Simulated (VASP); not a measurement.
Runs of VASP 6.6.1 on BaTe. The structure is that of space group P-6m2 (No. 187), or close to it. The cells are those of the table. 

```csv
task,cell,cutoff (eV),gap on the mesh (eV),pressure (GPa)
relaxation of shape and atoms at fixed volume,"relaxed from a = 4.854, b = 4.854, c = 4.453 Å, angles 90.0, 90.0, 120.0°, 2 atoms",600,1.52,-0.4
single point,"a = 4.632, b = 4.632, c = 4.321 Å, angles 90.0, 90.0, 120.0°, 2 atoms",520,1.29,(a)
relaxation of shape and atoms at fixed volume,"relaxed from a = 4.975, b = 4.975, c = 4.527 Å, angles 90.0, 90.0, 120.0°, 2 atoms",600,1.59,-1.9
single point,"a = 4.807, b = 4.807, c = 4.409 Å, angles 90.0, 90.0, 120.0°, 2 atoms",520,1.47,0.4
relaxation of shape and atoms at fixed volume,"relaxed from a = 4.758, b = 4.758, c = 4.365 Å, angles 90.0, 90.0, 120.0°, 2 atoms",600,(b),1.3
```

Alike in all rows: level PBE; potentials or basis VASP PAW PBE potentials, release 64 (Ba_sv, Te); no spin polarisation; k mesh 9 × 9 × 6; smearing gaussian 0.02 eV.

Question: Fill in the values left out.

Answer: (a) 3.6; (b) 1.42.

Caveats: spin-orbit coupling is left out, which moves the levels of the heavy elements.

A k mesh can miss the band edges, and the runs leave out spin-orbit coupling on Ba, Te.
